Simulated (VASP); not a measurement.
A run of VASP 6.6.1 is set up as follows.

The input INCAR:

```
SYSTEM = CuF3
PREC = Accurate
ENCUT = 520
EDIFF = 1E-6
ISMEAR = 0
SIGMA = 0.05
LREAL = .False.
LASPH = .True.
NELM = 150
ALGO = Normal
ISIF = 2
LWAVE = .False.
LCHARG = .True.
ISPIN = 2
MAGMOM = 0.78 -0.78 0 0 0 0 0 0
LORBIT = 11
LMAXMIX = 4
GGA = PE
LELF = .True.
LVHAR = .True.
NBANDS = 46
```

The input KPOINTS:

```
Automatic mesh
0
Gamma
  10 10 5
  0 0 0
```

File POSCAR:

```
CuF3
1.0
    3.8762140859      0.0000000001      3.8762140858
    0.0000000001      3.8762140859      3.8762140858
    0.0000000001      0.0000000001      7.7524281717
Cu F
2 6
Direct
    0.0000000000      0.0000000000      0.0000000000
    0.0000000000      0.0000000000      0.5000000000
    0.5000000000      0.0000000000      0.7500000000
    0.0000000000      0.0000000000      0.2500000000
    0.0000000000      0.5000000000      0.7500000000
    0.5000000000      0.0000000000      0.2500000000
    0.0000000000      0.0000000000      0.7500000000
    0.0000000000      0.5000000000      0.2500000000
```

Potentials or basis: VASP PAW PBE potentials, release 64 (Cu, F).

The run is started by

```sh
$ cat potpaw_PBE.64/Cu/POTCAR potpaw_PBE.64/F/POTCAR > POTCAR
$ mpirun -np 1 vasp_std > vasp.out
```

What does it give for the site moments?

Cu +0.65, -0.65; F +0.00 μB.

Predict the net moment.

0.00 μB per cell.

What does it give for the band gap on the k mesh?

0.19 eV.

Estimate the pressure.

-5.2 GPa.

Caveat: the cell stands under tension; an odd mesh through Γ misses points on the zone boundary, where band edges can lie.
